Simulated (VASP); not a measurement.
The system is Co.

```
Co
1.0
     2.62471    0.00000    0.00000
    -1.31236    2.27307    0.00000
     0.00000    0.00000    4.24495
Co
2
Direct
  0.66667 0.33333 0.25000
  0.33333 0.66667 0.75000
```

Base run:

| Item | Value |
| --- | --- |
| Program | VASP 6.6.1 |
| Functional | PBE |
| Potentials or basis | VASP PAW PBE potentials, release 64 (Co) |
| Cutoff | 520 eV |
| k mesh | 24 × 24 × 12 |
| Occupations | gaussian, width 0.15 eV |
| Spin | collinear spin, ferromagnetic start |
| Starting moments | [2.2, 2.2] μB |
| Fixed moment | 4.4 μB |

Its results: pressure -15.2 GPa; site moments Co +2.18 μB.

Q: The run is repeated on the same cell with these changes: fixed moment from 4.4 μB to 0.55 μB; moments at the start from [2.2, 2.2] to [0.28, 0.28]. What comes out?

A: Pressure -31.1 GPa; site moments Co +0.29 μB.

Caveats: the total moment is fixed, so each spin has its own Fermi level.
